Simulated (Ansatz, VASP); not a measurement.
# V: VASP beside Ansatz

Contents of INCAR:

```
PREC = Accurate
ENCUT = 400
EDIFF = 1E-8
ISMEAR = 0
SIGMA = 0.1
LREAL = F
LASPH = T
NELM = 200
ALGO = Normal
ISIF = 2
LWAVE = F
LCHARG = F
ISPIN = 2
MAGMOM = 0.51
LORBIT = 11
LMAXMIX = 4
GGA = PE
LEFG = T
NBANDS = 16
GGA_COMPAT = F
```

Contents of KPOINTS:

```
regular mesh
0
Gamma
  6 6 6
```

The input POSCAR:

```
V
1.0
   -1.4909951838      1.4909951838      1.4909951838
    1.4909951838     -1.4909951838      1.4909951838
    1.4909951838      1.4909951838     -1.4909951838
V
1
Direct
    0.0000000000      0.0000000000      0.0000000000
```

Input for Ansatz:

```yaml
crystal:
  lattice:
    - [-1.4909951838, 1.4909951838, 1.4909951838]
    - [1.4909951838, -1.4909951838, 1.4909951838]
    - [1.4909951838, 1.4909951838, -1.4909951838]
  atoms:
    - { symbol: V, position: [0.0, 0.0, 0.0], spin: 0.51 }
basis:
  ecutwfc: 420
kpoints:
  mp_grid: { grid: [6, 6, 6] }
hamiltonian:
  xc: pbe
scf:
  occupations: { method: gaussian, width: 0.1 }
  lower_state_search: "off"
  max_iter: 52
output:
  forces: true
  stress: true
  eigenvalues: true
  populations: true
  efg: {}
magnetization:
  spin_polarized: true
```

Alike in both runs: task electric field gradients; functional PBE; k mesh 6 × 6 × 6; occupations gaussian, width 0.1 eV; collinear spin.

|  | VASP | Ansatz |
| --- | --- | --- |
| version | VASP 6.6.1 | Ansatz 0.2.0 |
| potentials or method | VASP PAW PBE potentials, release 64 (V_sv), cutoff 400 eV | scalar-relativistic, plane waves, PAW |
| valence electrons in the cell | 13 | 13 |

Ansatz gave:

| Item | Value |
| --- | --- |
| gap on the k mesh at the Fermi level (eV) | none |
| pressure (GPa) | 4.2 |
| net moment per atom (μB) | 0.61 |
| size of the moment on the site where the two differ most (μB) | 0.45 |

What did VASP give for the same quantities?

gap on the k mesh at the Fermi level (eV): none; pressure (GPa): 2.9; net moment per atom (μB): 0.61; size of the moment on the site where the two differ most (μB): 0.48.

Site moments also hang on the region over which each program counts them. A gap of «none» marks a metal or a gap that the smearing closes. The functional is the same, so the differences come from potentials, cutoffs and numerics.

The k mesh is coarse, so the values compare programs but aren't converged.
